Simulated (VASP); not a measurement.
Here is a VASP 6.6.1 calculation.

INCAR

```
ALGO = Normal ; EDIFF = 1E-6
EDIFFG = -0.04 ; ENCUT = 600
GGA = PE ; IBRION = 2
ISIF = 3 ; ISMEAR = 0
LASPH = True ; LCHARG = False
LREAL = False ; LWAVE = False
NELM = 60 ; NSW = 90
PREC = Accurate ; SIGMA = 0.1
```

Contents of KPOINTS:

```
k-points
0
Gamma
  4 4 4
```

Contents of POSCAR:

```
CaZr2N2
1.0
    4.0285346900      0.0000000000      0.0000000000
    0.0000000000      4.0285346900      0.0000000000
    0.0000000000      0.0000000000      5.0118932900
Ca Zr N
1 2 2
Direct
    0.0000000000      0.0000000000      0.3891630000
    0.5000000000      0.0000000000      0.0061899900
    0.0000000000      0.5000000000      0.0061899900
    0.5000000000      0.5000000000      0.5848482800
    0.5000000000      0.5000000000      0.3334992600
```

Potentials or basis: VASP PAW PBE potentials, release 64 (Ca_sv, Zr_sv, N).

Run with:

```console
$ cat potpaw_PBE.64/Ca_sv/POTCAR potpaw_PBE.64/Zr_sv/POTCAR potpaw_PBE.64/N/POTCAR > POTCAR
$ mpirun -np 1 vasp_std > vasp.out
```

**Question.** What does it give for the relaxed cell?

**Answer.** a = 3.784 Å, b = 3.784 Å, c = 5.966 Å, α = 90.00°, β = 90.00°, γ = 90.00°.

**Question.** Predict the space group after relaxing (to 0.05 Å).

**Answer.** P4/mmm (No. 123).

**Question.** Predict the relaxed volume.

**Answer.** 17.08 Å³/atom.

Final structure:
```yaml
crystal:
  lattice:
    - [3.78360, 0.00000, 0.00000]
    - [0.00000, 3.78360, 0.00000]
    - [0.00000, 0.00000, 5.96568]
  atoms:
    - { symbol: Ca, position: [0.00000, 0.00000, 0.46503] }
    - { symbol: Zr, position: [0.50000, 0.00000, 0.96381] }
    - { symbol: Zr, position: [0.00000, 0.50000, 0.96381] }
    - { symbol: N, position: [0.50000, 0.50000, 0.72960] }
    - { symbol: N, position: [0.50000, 0.50000, 0.19763] }
```

Caveat: the k points lie up to 0.42 Å⁻¹ apart in the final cell; the standard files for N, O and F lose accuracy on very short bonds.
